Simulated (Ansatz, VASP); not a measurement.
## One calculation of TaH4, two programs

```xyz
5
Lattice="-2.2748 2.2748 1.4468 2.2748 -2.2748 1.4468 2.2748 2.2748 -1.4468" Properties=species:S:1:pos:R:3 pbc="T T T"
Ta    0.0000    0.0000    1.4468
H     0.9547    1.7755    1.4468
H     1.7755   -0.9547    1.4468
H     0.4993    3.2295    0.0000
H     1.3202    0.4993    0.0000
```

Alike in both runs: functional PBE; k mesh 12 × 12 × 12; occupations gaussian, width 0.1 eV; no spin polarisation.

Ansatz relaxed the structure, and its values are those at the end. VASP's run is a single point on that final structure, the one shown.

|  | VASP | Ansatz |
| --- | --- | --- |
| version | VASP 6.6.1 | Ansatz 0.2.0 |
| potentials or method | VASP PAW PBE potentials, release 64 (Ta_pv, H), cutoff 520 eV | scalar-relativistic, plane waves, PAW |
| valence electrons in the cell | 15 | 17 |

Ansatz gave:

```
gap on the k mesh at the Fermi level (eV) : none
pressure (GPa)                            : 0.0
rms of the force components (eV/Å)        : 0.000
```

Q: Which values does VASP return?

A: gap on the k mesh at the Fermi level (eV): none; pressure (GPa): 0.1; rms of the force components (eV/Å): 0.005.

A gap of «none» marks a metal or a gap that the smearing closes. VASP's potentials hold 15 valence electrons a cell and Ansatz's 17, so a difference there can come from the potentials and not from the codes.

Neither program's run includes spin-orbit coupling.
